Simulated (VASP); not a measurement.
Write the native input for VASP 6.6.1 that does the following.

```
Task                   : single point
Functional             : PBE
Potentials or basis    : VASP PAW PBE potentials, release 64 (Ru_pv)
Cutoff                 : 520 eV
k mesh                 : 16 × 16 × 16
Occupations            : fermi-dirac, width 0.1 eV
Spin                   : no spin polarisation
Dipole correction      : no
Further INCAR settings : ALGO = Normal; EDIFF = 1e-07; NBANDS = 13
```

The structure of Ru lies in POSCAR:

```
Ru
1.0
   -1.5671019129      1.5671019129      1.5671019129
    1.5671019129     -1.5671019129      1.5671019129
    1.5671019129      1.5671019129     -1.5671019129
Ru
1
Direct
    0.0000000000      0.0000000000      0.0000000000
```

This cell differs from its parent crystal: volume scaled by 1.08.

One way to write it, as run:

INCAR

```
ALGO = Normal ; EDIFF = 1E-7
ENCUT = 520 ; GGA = PE
ISIF = 2 ; ISMEAR = -1
LASPH = True ; LCHARG = False
LREAL = False ; LWAVE = False
NBANDS = 13 ; NELM = 60
PREC = Accurate ; SIGMA = 0.1
```

KPOINTS

```
k-points
0
Gamma
  16 16 16
```

Potentials or basis: VASP PAW PBE potentials, release 64 (Ru_pv).

Run with:

```sh
$ cat potpaw_PBE.64/Ru_pv/POTCAR > POTCAR
$ mpirun -np 1 vasp_std > vasp.out
```

Results of the run:

```yaml
Pressure: -17.7 GPa
Band_gap_on_the_k_mesh: zero (band 7 reaches 12.37 eV, above the bottom of band 8 at 9.41 eV)
```

It took 30 s on 1 thread of Intel Xeon 8259CL, with other jobs on the host, peak memory 0.14 GiB.
